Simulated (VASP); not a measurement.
# Hf3C2 (P-3m1) in VASP: notebook

Hf3C2 is run at these levels: PBE; tasks: single point, relaxation of cell and atoms.

Everything below comes from runs of VASP 6.6.1. Logs are shortened: lines on timing, memory, paths and dates and some standing lists are left out, and cuts for length are marked.

## 1. The cell of the first run

It takes space group P-3m1 (No. 164, trigonal). The conventional cell has a = 3.770 Å, b = 3.770 Å, c = 5.865 Å, α = 90.00°, β = 90.00°, γ = 120.00°. Within 3.4 Å of Hf (site symmetry -3m) lie 6 C at 2.61 Å and 6 Hf at 3.01 Å. Within 3.0 Å of Hf (site symmetry 3m) lie 4 C at 2.27 to 2.35 Å and 3 Hf at 2.76 Å. Within 3.0 Å of C (site symmetry 3m) lie 7 Hf at 2.27 to 2.61 Å.

## 2. Single point, PBE

Input file INCAR:

```
SYSTEM = Hf3C2
ALGO = Normal
EDIFF = 1E-6
ENCUT = 520
GGA = PE
ISIF = 2
ISMEAR = 0
LASPH = .TRUE.
LCHARG = .FALSE.
LREAL = .FALSE.
LWAVE = .FALSE.
NBANDS = 27
NELM = 60
PREC = Accurate
SIGMA = 0.1
```

Input file KPOINTS:

```
k-points
0
G
  6 6 4
  0 0 0
```

Input file POSCAR:

```
Hf3C2
1.0
    3.7699372178      0.0000000000      0.0000000000
   -1.8849686089      3.2648614013      0.0000000000
    0.0000000000      0.0000000000      5.8654099353
Hf C
3 2
Direct
    0.0000000000      0.0000000000      0.0000000000
    0.3333333333      0.6666666667      0.6450000000
    0.6666666667      0.3333333333      0.3550000000
    0.3333333333      0.6666666667      0.2450000000
    0.6666666667      0.3333333333      0.7550000000
```

Potentials or basis: VASP PAW PBE potentials, release 64 (Hf_pv, C).

Command:

```bash
cat potpaw_PBE.64/Hf_pv/POTCAR potpaw_PBE.64/C/POTCAR > POTCAR
mpirun -np 1 vasp_std > vasp.out
```

OUTCAR:

```text
SYSTEM = Hf3C2
   EDIFF = 1E-6
   ENCUT = 520
   GGA = PE
   ISIF = 2
   ISMEAR = 0
   LASPH = .TRUE.
   LREAL = .FALSE.
   NELM = 60
   PREC = Accurate

 ion  position               nearest neighbor table
   1  0.000  0.000  0.000-   4 2.61   5 2.61   5 2.61   4 2.61   5 2.61   4 2.61   2 3.01   3 3.01
                             2 3.01   3 3.01   3 3.01   2 3.01
   2  0.333  0.667  0.645-   5 2.27   5 2.27   5 2.27   4 2.35   3 2.76   3 2.76   3 2.76   1 3.01
                             1 3.01   1 3.01
   3  0.667  0.333  0.355-   4 2.27   4 2.27   4 2.27   5 2.35   2 2.76   2 2.76   2 2.76   1 3.01
                             1 3.01   1 3.01
   4  0.333  0.667  0.245-   3 2.27   3 2.27   3 2.27   2 2.35   1 2.61   1 2.61   1 2.61
   5  0.667  0.333  0.755-   2 2.27   2 2.27   2 2.27   3 2.35   1 2.61   1 2.61   1 2.61

  LATTYP: Found a hexagonal cell.
 ALAT       =     3.7699372178
 C/A-ratio  =     1.5558375634

  Lattice vectors:

 A1 = (   3.7699372178,   0.0000000000,   0.0000000000)
 A2 = (  -1.8849686089,   3.2648614013,   0.0000000000)
 A3 = (   0.0000000000,   0.0000000000,   5.8654099353)

Analysis of symmetry for initial positions (statically):
=====================================================================
 Subroutine PRICEL returns:
 Original cell was already a primitive cell.

 Routine SETGRP: Setting up the symmetry group for a
 hexagonal supercell.

 Subroutine GETGRP returns: Found 12 space group operations
 (whereof 12 operations were pure point group operations)
 out of a pool of 24 trial point group operations.

The static configuration has the point symmetry D_3d.

Analysis of symmetry for dynamics (positions and initial velocities):
=====================================================================
 Subroutine PRICEL returns:
 Original cell was already a primitive cell.

 Routine SETGRP: Setting up the symmetry group for a
 hexagonal supercell.

 Subroutine GETGRP returns: Found 12 space group operations
 (whereof 12 operations were pure point group operations)
 out of a pool of 24 trial point group operations.

The dynamic configuration has the point symmetry D_3d.

 Subroutine INISYM returns: Found 12 space group operations
 (whereof 12 operations are pure point group operations),
 and found     1 'primitive' translations

----------------------------------------------------------------------------------------

                                     Primitive cell

  volume of cell :      72.1934

  direct lattice vectors                    reciprocal lattice vectors
     3.769937218  0.000000000  0.000000000     0.265256407  0.153145858  0.000000000
    -1.884968609  3.264861401  0.000000000     0.000000000  0.306291716  0.000000000
     0.000000000  0.000000000  5.865409935     0.000000000  0.000000000  0.170491067

  length of vectors
     3.769937218  3.769937218  5.865409935     0.306291716  0.306291716  0.170491067

  position of ions in fractional coordinates (direct lattice)
     0.000000000  0.000000000  0.000000000
     0.333333333  0.666666667  0.645000000
     0.666666667  0.333333333  0.355000000
     0.333333333  0.666666667  0.245000000
     0.666666667  0.333333333  0.755000000

  ion indices of the primitive-cell ions
   primitive index   ion index
                 1           1
                 2           2
                 3           3
                 4           4
                 5           5

----------------------------------------------------------------------------------------

 KPOINTS: k-points

Automatic generation of k-mesh.
 Grid dimensions read from file:
 generate k-points for:    6    6    4

 Generating k-lattice:

  Cartesian coordinates                     Fractional coordinates (reciprocal lattice)
     0.044209401  0.025524310  0.000000000     0.166666667  0.000000000  0.000000000
     0.000000000  0.051048619  0.000000000     0.000000000  0.166666667  0.000000000
     0.000000000  0.000000000  0.042622767     0.000000000  0.000000000  0.250000000

  Length of vectors
     0.051048619  0.051048619  0.042622767

  Shift w.r.t. Gamma in fractional coordinates (k-lattice)
     0.000000000  0.000000000  0.000000000

 Subroutine IBZKPT returns following result:
 ===========================================

 Found     24 irreducible k-points:

 Following reciprocal coordinates:
            Coordinates               Weight
  0.000000  0.000000  0.000000      1.000000
  0.166667  0.000000  0.000000      6.000000
  0.333333  0.000000  0.000000      6.000000
  0.500000  0.000000  0.000000      3.000000
  0.166667  0.166667  0.000000      6.000000
  0.333333  0.166667  0.000000     12.000000
[... 16 lines left out ...]
  0.333333  0.166667  0.500000     12.000000
  0.333333  0.333333  0.500000      2.000000
   k-points           NKPTS =     24   k-points in BZ     NKDIM =     24   number of bands    NBANDS=     27
   number of dos      NEDOS =    301   number of ions     NIONS =      5
   total plane-waves  NPLWV =  37632
   dimension x,y,z NGX =    28 NGY =   28 NGZ =   48
   dimension x,y,z NGXF=    56 NGYF=   56 NGZF=   96
   ions per type =               3   2
   NGX,Y,Z   is equivalent  to a cutoff of  12.35, 12.35, 13.60 a.u.
   NGXF,Y,Z  is equivalent  to a cutoff of  24.69, 24.69, 27.21 a.u.
 SYSTEM =  Hf3C2
   PREC   = accura    normal or accurate (medium, high low for compatibility)
   ISTART =      0    job   : 0-new  1-cont  2-samecut
   ICHARG =      2    charge: 1-file 2-atom 10-const
   ISPIN  =      1    spin polarized calculation?
   LNONCOLLINEAR =      F non collinear calculations
   LSORBIT =      F    spin-orbit coupling
   LASPH  =      T    aspherical Exc in radial PAW
   ENCUT  =  520.0 eV  38.22 Ry    6.18 a.u.   7.01  7.01 10.91*2*pi/ulx,y,z
   NELM   =     60;   NELMIN=  2; NELMDL= -5     # of ELM steps
   EDIFF  = 0.1E-05   stopping-criterion for ELM
   LREAL  =      F    real-space projection
   EDIFFG = 0.1E-04   stopping-criterion for IOM
   NSW    =      0    number of steps for IOM
   IBRION =     -1    ionic relax: 0-MD 1-quasi-New 2-CG
   NFREE  =      0    steps in history (QN), initial steepest desc. (CG)
   ISIF   =      2    stress and relaxation
   ISYM   =      2    0-nonsym 1-usesym 2-fastsym
   POTIM  = 0.5000    time-step for ionic-motion
   TEBEG  =    0.0;   TEEND  =   0.0 temperature during run
   PSTRESS=    0.0 pullay stress
   NELECT =      38.0000    total number of electrons
   NUPDOWN=      -1.0000    fix difference up-down
   EMIN   =  10.00;   EMAX   =-10.00  energy-range for DOS
   EFERMI =   0.00;   METHOD = LEGACY
   ISMEAR =     0;   SIGMA  =   0.10  broadening in eV -4-tet -1-fermi 0-gaus
   EFERMI_NEDOS =   21; number of points for ismear=-14 and -15
   IALGO  =     38    algorithm
   IMIX   =      4    mixing-type and parameters
     AMIX     =   0.40;   BMIX     =  1.00
     AMIX_MAG =   1.60;   BMIX_MAG =  1.00
  volume/ion in A,a.u.               =      14.44        97.44
  Fermi-wavevector in a.u.,A,eV,Ry     =   1.321814  2.497866 23.771987  1.747192
  Thomas-Fermi vector in A             =   2.451540
   LORBIT       =      0    0 simple, 1 ext, 2 COOP (PROOUT), +10 PAW based schemes
   GGA     = PE    functional components
   LHFCALC =     F    Hartree Fock is set to
   AEXX    =    0.0000 exact exchange contribution
   IVDW    =     0    specifies the selected vdW correction
   LEPSILON=     F    determine dielectric tensor
   LRPA    =     F    only Hartree local field effects (RPA)
 non-spin polarized calculation
 Gauss-broadening in eV      SIGMA  =   0.10
  energy-cutoff  :      520.00
  volume of cell :       72.19
 maximum number of plane-waves:      1961
   NGX = 13   NGY = 13   NGZ = 21

 number of electron      38.0000001 magnetization

 Free energy of the ion-electron system (eV)
  ---------------------------------------------------
  ext. energy  EPLUGINS =         0.00000000
  ---------------------------------------------------
  free energy    TOTEN  =       -48.65092828 eV

  energy without entropy =      -48.62492676  energy(sigma->0) =      -48.63792752

 E-fermi :   6.0221     XC(G=0): -11.9552

 val. band max:        5.9858788768   @ k =   0.5000   0.0000   0.2500
 cond. band min:       6.0312704690   @ k =   0.3333   0.0000   0.2500
 fundamental gap:      0.0453915922
 Fermi energy:         6.0220942087

 k-point     1 :       0.0000    0.0000    0.0000
  band No.  band energies     occupation
      1     -24.9209      2.00000
      2     -24.7078      2.00000
      3     -24.7078      2.00000
      4     -24.3775      2.00000
      5     -24.2437      2.00000
      6     -24.2437      2.00000
[... 19 lines left out ...]
     26      10.4885      0.00000
     27      10.4944      0.00000

 k-point     2 :       0.1667    0.0000    0.0000
  band No.  band energies     occupation
      1     -24.9456      2.00000
      2     -24.7912      2.00000
      3     -24.7308      2.00000
      4     -24.3484      2.00000
      5     -24.2578      2.00000
      6     -24.2546      2.00000
[... 19 lines left out ...]
     26      10.2355      0.00000
     27      11.0019      0.00000

 k-point     3 :       0.3333    0.0000    0.0000
  band No.  band energies     occupation
      1     -24.9651      2.00000
      2     -24.8825      2.00000
      3     -24.7757      2.00000
      4     -24.4443      2.00000
      5     -24.3194      2.00000
      6     -24.2749      2.00000
[... 19 lines left out ...]
     26      10.4519      0.00000
     27      10.7049      0.00000

 k-point     4 :       0.5000    0.0000    0.0000
  band No.  band energies     occupation
      1     -24.9675      2.00000
      2     -24.8793      2.00000
      3     -24.7977      2.00000
      4     -24.5894      2.00000
      5     -24.3242      2.00000
      6     -24.2844      2.00000
[... 19 lines left out ...]
     26       9.6911      0.00000
     27       9.7162      0.00000
[... 516 lines left out ...]
      4     -24.4332      2.00000
      5     -24.4256      2.00000
      6     -24.2575      2.00000
[... 19 lines left out ...]
     26      10.6194      0.00000
     27      10.9319      0.00000

 k-point    23 :       0.3333    0.1667    0.5000
  band No.  band energies     occupation
      1     -24.9722      2.00000
      2     -24.9102      2.00000
      3     -24.8299      2.00000
      4     -24.4240      2.00000
      5     -24.3931      2.00000
      6     -24.3141      2.00000
[... 19 lines left out ...]
     26      10.8803      0.00000
     27      11.1952      0.00000

 k-point    24 :       0.3333    0.3333    0.5000
  band No.  band energies     occupation
      1     -24.9721      2.00000
      2     -24.9263      2.00000
      3     -24.9263      2.00000
      4     -24.3668      2.00000
      5     -24.3668      2.00000
      6     -24.3015      2.00000
[... 19 lines left out ...]
     26      10.8769      0.00000
     27      10.8769      0.00000

------------------------ aborting loop because EDIFF is reached ----------------------------------------

  FORCE on cell =-STRESS in cart. coord.  units (eV):
  Direction    XX          YY          ZZ          XY          YZ          ZX
  --------------------------------------------------------------------------------------
  -------------------------------------------------------------------------------------
  Total       -1.4964247     -1.4964247      7.6297510      0.0000000      0.0000000      0.0000000
  in kB      -33.2099484    -33.2099484    169.3260228      0.0000000      0.0000000      0.0000000
  external PRESSURE =      34.3020420 kB  Pullay stress =       0.0000000 kB

 VOLUME and BASIS-vectors are now :
 -----------------------------------------------------------------------------
  energy-cutoff  :      520.00
  volume of cell :       72.19
      direct lattice vectors                 reciprocal lattice vectors
     3.769937218  0.000000000  0.000000000     0.265256407  0.153145858  0.000000000
    -1.884968609  3.264861401  0.000000000     0.000000000  0.306291716  0.000000000
     0.000000000  0.000000000  5.865409935     0.000000000  0.000000000  0.170491067

 POSITION                                       TOTAL-FORCE (eV/Angst)
 -----------------------------------------------------------------------------------
      0.00000      0.00000      0.00000         0.000000      0.000000      0.000000
     -0.00000      2.17657      3.78319         0.000000      0.000000      2.525276
      1.88497      1.08829      2.08222         0.000000     -0.000000     -2.525276
     -0.00000      2.17657      1.43703        -0.000000      0.000000     -1.203586
      1.88497      1.08829      4.42838         0.000000     -0.000000      1.203586
 -----------------------------------------------------------------------------------
    total drift:                                0.000000      0.000000      0.000000

  FREE ENERGIE OF THE ION-ELECTRON SYSTEM (eV)
  ---------------------------------------------------
  free  energy   TOTEN  =       -48.6509282764 eV

  energy  without entropy=      -48.6249267603  energy(sigma->0) =      -48.63792752
```

It took 42 s on 1 thread of AMD EPYC 9R14 (Zen 4), shared host; peak memory 0.16 GiB.

What came out:

| Property | Result |
| --- | --- |
| Free energy | -48.6509 eV |
| Pressure | 3.4 GPa |
| Largest force | 2.525 eV/Å |
| Band gap on the k mesh | zero (band 19 reaches 6.57 eV, above the bottom of band 20 at 5.97 eV) |

Forces on the atoms (eV/Å):
```
Hf   0.000  0.000  0.000
Hf   0.000  0.000  2.525
Hf   0.000  0.000 -2.525
C    0.000  0.000 -1.204
C    0.000  0.000  1.204
```

Caveat: spin-orbit coupling is left out, which moves the levels of the heavy elements; forces of over 1 eV/Å act on the atoms, so gaps and moduli don't describe the material at rest.

## 3. Single point, PBE

This run uses another cell than the first one, of 15.00 Å³/atom, 1.039 times its volume.

Input file INCAR:

```
ALGO     = Normal         # electronic algorithm
EDIFF    = 1E-6           # SCF threshold, eV
ENCUT    = 520            # plane-wave cutoff, eV
GGA      = PE             # functional
ISIF     = 2              # what is computed and relaxed
ISMEAR   = 0              # smearing method
LASPH    = True           # aspherical terms in the spheres
LCHARG   = True           # write CHGCAR
LELF     = True           # ELF
LREAL    = False          # projectors in reciprocal space
LVHAR    = True         
LWAVE    = False          # write WAVECAR
NBANDS   = 27             # bands
NELM     = 100            # most SCF steps
PREC     = Accurate       # precision mode
SIGMA    = 0.1            # smearing width, eV
```

Input file KPOINTS:

```
k-points
0
Gamma
  6 6 4
```

Input file POSCAR:

```
Hf3C2
1.0
    3.3063009558      0.0000000000      0.0000000000
   -1.6531504779      2.8633406203      0.0000000000
    0.0000000000      0.0000000000      7.9196891975
Hf C
3 2
Direct
    0.0000000000      0.0000000000      0.0000000000
    0.3333333333      0.6666666667      0.6770929375
    0.6666666667      0.3333333333      0.3229070625
    0.3333333333      0.6666666667      0.1743278078
    0.6666666667      0.3333333333      0.8256721922
```

Potentials or basis: VASP PAW PBE potentials, release 64 (Hf_pv, C).

Command:

```bash
cat potpaw_PBE.64/Hf_pv/POTCAR potpaw_PBE.64/C/POTCAR > POTCAR
mpirun -np 1 vasp_std > vasp.out
```

It took 81 s on 1 thread of AMD EPYC 9R14 (Zen 4), shared host; peak memory 0.18 GiB.

The run converged. Its results:

* Free energy: -52.1230 eV
* Pressure: -1.0 GPa
* Largest force: 0.080 eV/Å
* Band gap on the k mesh: zero (band 19 reaches 6.65 eV, above the bottom of band 20 at 5.44 eV)

Forces in eV/Å, atoms in the order of the input:
```
Hf   0.000  0.000  0.000
Hf   0.000  0.000  0.080
Hf   0.000  0.000 -0.080
C    0.000  0.000 -0.011
C    0.000  0.000  0.011
```

Stress tensor (GPa, compression positive):
```
-1.03  0.00  0.00
 0.00 -1.03  0.00
 0.00  0.00 -0.88
```

Levels at points of the mesh, in eV from the Fermi level:
```csv
k point,band 17,band 18,band 19,band 20,band 21,band 22
"(0.00, 0.00, 0.00)",-1.92,-1.92,0.96,0.96,1.35,3.16
"(0.50, 0.00, 0.00)",-2.07,-1.92,-1.19,0.41,2.06,3.76
"(0.00, 0.00, 0.50)",-1.77,-1.13,0.67,1.24,1.24,2.15
"(0.50, 0.00, 0.50)",-1.76,-1.76,-1.29,0.17,1.39,3.30
```

Caveat: the k points lie up to 0.37 Å⁻¹ apart; spin-orbit coupling is left out, which moves the levels of the heavy elements.

## 4. Single point, PBE

This run uses another cell than the first one, of 15.00 Å³/atom, 1.039 times its volume.

Input file INCAR:

```
  PREC = Accurate
  ENCUT = 520
  EDIFF = 1E-6
  ISMEAR = 0
  SIGMA = 0.1
  LREAL = F
  LASPH = T
  NELM = 100
  ALGO = Normal
  ISIF = 2
  LWAVE = F
  LCHARG = F
  GGA = PE
  NBANDS = 27
```

Input file KPOINTS:

```
regular mesh
0
Gamma
  12 12 6
```

Input file POSCAR:

```
Hf3C2
1.0
    3.3045111220      0.0000000000      0.0000000000
   -1.6522555610      2.8617905788      0.0000000000
    0.0000000000      0.0000000000      7.9327721268
Hf C
3 2
Direct
    0.0000000000      0.0000000000      0.0000000000
    0.3333333333      0.6666666667      0.6782606014
    0.6666666667      0.3333333333      0.3217393986
    0.3333333333      0.6666666667      0.1739047236
    0.6666666667      0.3333333333      0.8260952764
```

Command:

```bash
cat potpaw_PBE.64/Hf_pv/POTCAR potpaw_PBE.64/C/POTCAR > POTCAR
mpirun -np 1 vasp_std > vasp.out
```

Run time: 4.1 min. Hardware: 1 thread of AMD EPYC 9R14 (Zen 4), shared host; peak memory 0.28 GiB.

The run converged. Its results:

```yaml
Free_energy: -52.1557 eV
Pressure: -0.7 GPa
Largest_force: 0.062 eV/Å
Band_gap_on_the_k_mesh: zero (band 19 reaches 6.61 eV, above the bottom of band 20 at 5.45 eV)
```

Forces on the atoms (eV/Å):
```
Hf   0.000  0.000  0.000
Hf   0.000  0.000  0.062
Hf   0.000  0.000 -0.062
C    0.000  0.000  0.004
C    0.000  0.000 -0.004
```

Levels at points of the mesh, in eV from the Fermi level:
```csv
k point,band 16,band 17,band 18,band 19,band 20,band 21,band 22,band 23
"(0.00, 0.00, 0.00)",-2.21,-1.96,-1.96,0.94,0.94,1.33,3.16,3.19
"(0.50, 0.00, 0.00)",-2.72,-2.09,-1.94,-1.19,0.37,2.04,3.78,3.80
"(0.00, 0.00, 0.50)",-1.82,-1.82,-1.19,0.67,1.21,1.21,2.15,2.15
"(0.50, 0.00, 0.50)",-2.92,-1.79,-1.79,-1.29,0.15,1.38,3.32,3.86
```

Caveat: spin-orbit coupling is left out, which moves the levels of the heavy elements.

(Part 1 of 2 ends here.)
